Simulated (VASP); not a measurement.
**HfN: single point with PBEsol**

Crystal: HfN.

```
Hf N
1.0
     0.00000    2.45482    2.45482
     2.45482    0.00000    2.45482
     2.45482    2.45482    0.00000
Hf N
1 1
Cartesian
  0.0000 0.0000 0.0000
  3.8338 3.5307 3.5307
```

This cell differs from its parent crystal: all N atoms moved +0.263 Å, as atom 2 towards its neighbour atom 1 (Hf) at 2.126 Å.

```
Program                : VASP 6.6.1
Task                   : single point
Functional             : PBEsol
Potentials or basis    : VASP PAW PBE potentials, release 64 (Hf_pv, N)
Cutoff                 : 520 eV
k mesh                 : 16 × 16 × 16
Occupations            : gaussian, width 0.15 eV
Spin                   : no spin polarisation
Dipole correction      : no
Further INCAR settings : ALGO = Normal; EDIFF = 1e-07; NBANDS = 14
```

```json
{
  "Pressure": "3.4 GPa",
  "Largest force": "4.966 eV/Å"
}
```

Forces in eV/Å, atoms in the order of the input:
```
Hf   2.867 -2.867 -2.867
N   -2.867  2.867  2.867
```

Stress tensor (GPa, compression positive):
```
  3.44 -13.56 -13.56
-13.56   3.44  13.56
-13.56  13.56   3.44
```

Levels at points of the mesh, in eV from the Fermi level:
| k point | band 5 | band 6 | band 7 | band 8 | band 9 | band 10 | band 11 | band 12 |
| --- | --- | --- | --- | --- | --- | --- | --- | --- |
| (0.00, 0.00, 0.00) | -5.59 | -5.20 | -5.20 | -0.70 | 2.21 | 2.21 | 6.22 | 6.22 |
| (0.50, 0.00, 0.00) | -5.41 | -4.11 | -4.11 | -0.22 | 2.73 | 2.73 | 3.88 | 3.88 |
| (0.00, 0.50, 0.00) | -5.67 | -5.26 | -4.62 | 1.65 | 2.45 | 3.64 | 4.20 | 6.10 |
| (0.50, 0.50, 0.00) | -6.81 | -3.78 | -3.26 | -1.20 | 2.69 | 4.00 | 4.55 | 5.12 |

It took 2.2 min on 1 thread of Intel(R) Xeon(R) Platinum 8124M CPU @ 3.00GHz (Skylake/Cascade Lake), on a shared host, peak memory 0.31 GiB.

Caveat: the cell differs from its parent crystal (all N atoms moved +0.263 Å, as atom 2 towards its neighbour atom 1 (Hf) at 2.126 Å); the PAW data sets were made with another functional, which shifts forces and pressure a little; spin-orbit coupling is left out, which moves the levels of the heavy elements.
